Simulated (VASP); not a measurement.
Wanted: the native input for a VASP 6.6.1 run.

```
Task                   : single point
Functional             : PBE
Potentials or basis    : VASP PAW PBE potentials, release 64 (Sn_d, Se)
Cutoff                 : 520 eV
k mesh                 : 12 × 12 × 4
Occupations            : fermi-dirac, width 0.02 eV
Spin                   : no spin polarisation
Dipole correction      : no
Further INCAR settings : ALGO = Normal; EDIFF = 1e-06; NBANDS = 20
```

The structure of SnSe2 lies in POSCAR:

```
SnSe2
1.0
    3.6721433567      0.0000000000      0.0000000000
   -1.8360716783      3.1801694332      0.0000000000
    0.0000000000      0.0000000000      5.9779959018
Sn Se
1 2
Direct
    0.0000000000      0.0000000000      0.0000000000
    0.3333333333      0.6666666667      0.2691440203
    0.6666666667      0.3333333333      0.7308559797
```

This cell differs from its parent crystal: strain -4.0%.

These files were run (other wordings do the same):

INCAR

```
SYSTEM = SnSe2
ALGO     = Normal         ! electronic algorithm
EDIFF    = 1E-6           ! SCF threshold, eV
ENCUT    = 520            ! plane-wave cutoff, eV
GGA      = PE             ! functional
ISIF     = 2              ! what is computed and relaxed
ISMEAR   = -1             ! smearing method
LASPH    = .True.         ! aspherical terms in the spheres
LCHARG   = .False.        ! write CHGCAR
LREAL    = .False.        ! projectors in reciprocal space
LWAVE    = .False.        ! write WAVECAR
NBANDS   = 20             ! bands
NELM     = 60             ! most SCF steps
PREC     = Accurate       ! precision mode
SIGMA    = 0.02           ! smearing width, eV
```

KPOINTS

```
k-points
0
Gamma
  12 12 4
  0 0 0
```

Potentials or basis: VASP PAW PBE potentials, release 64 (Sn_d, Se).

Run with:

```sh
$ cat potpaw_PBE.64/Sn_d/POTCAR potpaw_PBE.64/Se/POTCAR > POTCAR
$ mpirun -np 1 vasp_std > vasp.out
```

It gave:

```yaml
Pressure: 9.7 GPa
Largest_force: 0.355 eV/Å
Band_gap_on_the_k_mesh: 0.58 eV, indirect (least direct gap 1.23 eV)
```

Caveat: the cell differs from its parent crystal (strain -4.0%); spin-orbit coupling is left out, which moves the levels of the heavy elements.

Run time: 60 s on 1 thread of Intel(R) Xeon(R) Platinum 8488C (Sapphire Rapids), with other jobs on the host, peak memory 0.24 GiB.
